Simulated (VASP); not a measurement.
KF, 2 atoms in the cell. Symmetry: I4/mmm, No. 139, tetragonal system. The conventional cell has a = 3.970 Å, b = 3.970 Å, c = 5.347 Å, α = 90.00°, β = 90.00°, γ = 90.00°. K (site symmetry 4/mmm) has 6 F at 2.67 to 2.81 Å within 3.5 Å. F (site symmetry 4/mmm) has 6 K at 2.67 to 2.81 Å within 3.5 Å.  This cell differs from its parent crystal: strain +0.050 along x and y, +0.000 along z.

* Program: VASP 6.6.1
* Task: single point
* Functional: LDA
* Potentials or basis: VASP PAW LDA potentials, release 64 (K_sv, F)
* Cutoff: 520 eV
* k mesh: 8 × 8 × 8
* Occupations: gaussian, width 0.05 eV
* Spin: no spin polarisation
* Dipole correction: no
* Further INCAR settings: ALGO = Normal; EDIFF = 1e-07; NBANDS = 15

Potentials or basis: VASP PAW LDA potentials, release 64 (K_sv, F).

Run with:

```bash
$ cat potpaw_LDA.64/K_sv/POTCAR potpaw_LDA.64/F/POTCAR > POTCAR
$ mpirun -np 1 vasp_std > vasp.out
```

Hardware: 1 thread of Intel(R) Xeon(R) Platinum 8488C (Sapphire Rapids) (shared host).

Q: How long does it take, and how much memory?

A: It took 21 s on 1 thread of Intel(R) Xeon(R) Platinum 8488C (Sapphire Rapids), on a shared host, peak memory 0.17 GiB. Counts: scf iterations 13, k points 59.
